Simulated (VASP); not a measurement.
A run of VASP 6.6.1 is set up as follows.

Contents of INCAR:

```
SYSTEM = SiC
PREC = Accurate
ENCUT = 600
EDIFF = 1E-6
ISMEAR = 0
SIGMA = 0.01
LREAL = .FALSE.
LASPH = .TRUE.
NELM = 120
ALGO = Normal
ISIF = 2
LWAVE = .FALSE.
LCHARG = .FALSE.
GGA = CA
NBANDS = 11
GGA_COMPAT = .FALSE.
```

Contents of KPOINTS:

```
Automatic mesh
0
G
  10 10 10
  0 0 0
```

POSCAR

```
SiC
1.0
    0.0000000000      2.1644840751      2.1644840751
    2.1644840751      0.0000000000      2.1644840751
    2.1644840751      2.1644840751      0.0000000000
Si C
1 1
Direct
    0.0000000000      0.0000000000      0.0000000000
    0.2500000000      0.2500000000      0.2500000000
```

Potentials or basis: VASP PAW LDA potentials, release 64 (Si, C).

The run is started by

```bash
$ cat potpaw_LDA.64/Si/POTCAR potpaw_LDA.64/C/POTCAR > POTCAR
$ mpirun -np 1 vasp_std > vasp.out
```

(1) Estimate the pressure.

(2) Estimate the band gap on the k mesh.

Results:

(1) 0.3 GPa.

(2) 1.29 eV, indirect (least direct gap 4.52 eV).

**Experimental background.**

“Insight into the structural, elastic and electronic properties of a new orthorhombic 6O-SiC polytype”, 2020, pmc:7200658 quotes, for a bulk crystal of SiC: band gap 2.4 eV (indirect).

Measured gap of SiC: 2.4 eV (indirect; quoted in “Insight into the structural, elastic and electronic properties of a new orthorhombic 6O-SiC polytype”, 2020, pmc:7200658). This calculation gives 1.29 eV (-1.11 eV). The value is that of LDA on a finite k mesh, which can miss the band edges, without temperature or zero-point motion. Semilocal functionals fall short of measured gaps as a rule.
